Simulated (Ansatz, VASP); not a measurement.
## C: VASP beside Ansatz

```
CELL_PARAMETERS angstrom
1.22913 0.70964 3.28357
-1.22913 0.70964 3.28357
0.00000 -1.41928 3.28357
ATOMIC_POSITIONS crystal
C 0.18092 0.18092 0.16683
C 0.81908 0.81908 0.83317
```

Change from the starting cell: mode 4 frozen in at +0.095 Å and mode 6 at +0.020 Å (largest displacements).

Alike in both runs: task single point; functional PBEsol; dispersion D3(BJ); k mesh 15 × 15 × 15; occupations gaussian, width 0.05 eV; no spin polarisation.

|  | VASP | Ansatz |
| --- | --- | --- |
| version | VASP 6.6.1 | Ansatz 0.2.0 |
| potentials or method | VASP PAW PBE potentials, release 64 (C), cutoff 520 eV | scalar-relativistic, plane waves, PAW |
| valence electrons in the cell | 8 | 8 |

Ansatz gave:

* gap on the k mesh at the Fermi level (eV): 0.13
* least direct gap on the mesh (eV): 0.13
* pressure (GPa): -1.6
* traceless stress, the component that is largest in VASP (GPa): 5.52
* rms of the force components (eV/Å): 2.131

Problem. Which values does VASP return?

Solution. gap on the k mesh at the Fermi level (eV): 0.13; least direct gap on the mesh (eV): 0.13; pressure (GPa): -0.9; traceless stress, the component that is largest in VASP (GPa): 6.00; rms of the force components (eV/Å): 2.126.

VASP's potentials were made for PBE, not for PBEsol. Atom by atom the forces differ by 0.010 eV/Å (rms over components).
